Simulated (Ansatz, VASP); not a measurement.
## One calculation of TiCo3, two programs

File INCAR:

```
SYSTEM = TiCo3
PREC = Accurate
ENCUT = 520
EDIFF = 1E-6
ISMEAR = 0
SIGMA = 0.1
LREAL = .FALSE.
LASPH = .TRUE.
NELM = 150
ALGO = Normal
ISIF = 2
LWAVE = .FALSE.
LCHARG = .FALSE.
ISPIN = 2
MAGMOM = -0.41 1.22 1.22 1.22
LORBIT = 11
LMAXMIX = 4
GGA = PS
NBANDS = 32
```

KPOINTS

```
Automatic mesh
0
G
  12 12 12
  0 0 0
```

File POSCAR:

```
TiCo3
1.0
    3.6140000000      0.0000000000      0.0000000000
    0.0000000000      3.6140000000      0.0000000000
    0.0000000000      0.0000000000      3.6140000000
Ti Co
1 3
Direct
    0.0000000000      0.0000000000      0.0000000000
    0.0000000000      0.5000000000      0.5000000000
    0.5000000000      0.0000000000      0.5000000000
    0.5000000000      0.5000000000      0.0000000000
```

Input for Ansatz:

```yaml
crystal:
  lattice:
    - [3.614, 0.0, 0.0]
    - [0.0, 3.614, 0.0]
    - [0.0, 0.0, 3.614]
  atoms:
    - { symbol: Ti, position: [0.0, 0.0, 0.0], spin: -0.41 }
    - { symbol: Co, position: [0.0, 0.5, 0.5], spin: 1.22 }
    - { symbol: Co, position: [0.5, 0.0, 0.5], spin: 1.22 }
    - { symbol: Co, position: [0.5, 0.5, 0.0], spin: 1.22 }
basis:
  ecutwfc: 420
kpoints:
  mp_grid: { grid: [12, 12, 12] }
hamiltonian:
  xc: pbesol
scf:
  occupations: { method: gaussian, width: 0.1 }
output:
  forces: true
  stress: true
  eigenvalues: true
  populations: true
magnetization:
  spin_polarized: true
```

Alike in both runs: task single point; functional PBEsol; k mesh 12 × 12 × 12; occupations gaussian, width 0.1 eV; collinear spin.

|  | VASP | Ansatz |
| --- | --- | --- |
| version | VASP 6.6.1 | Ansatz 0.2.0 |
| potentials or method | VASP PAW PBE potentials, release 64 (Ti_sv, Co), cutoff 520 eV | scalar-relativistic, plane waves, PAW |
| valence electrons in the cell | 39 | 63 |

```tsv
	VASP	Ansatz	Ansatz less VASP
gap on the k mesh at the Fermi level (eV)	none	none	-
pressure (GPa)	-15.4	-10.3	+5.08
net moment per atom (μB)	0.00	0.67	+0.670
size of the moment on the site where the two differ most (μB)	0.00	1.10	+1.098
```

The net moments are unlike, so the other rows may belong to different states. VASP's potentials were made for PBE, not for PBEsol. Site moments also hang on the region over which each program counts them. A gap of «none» marks a metal or a gap that the smearing closes. VASP's potentials hold 39 valence electrons a cell and Ansatz's 63, so a difference there can come from the potentials and not from the codes.
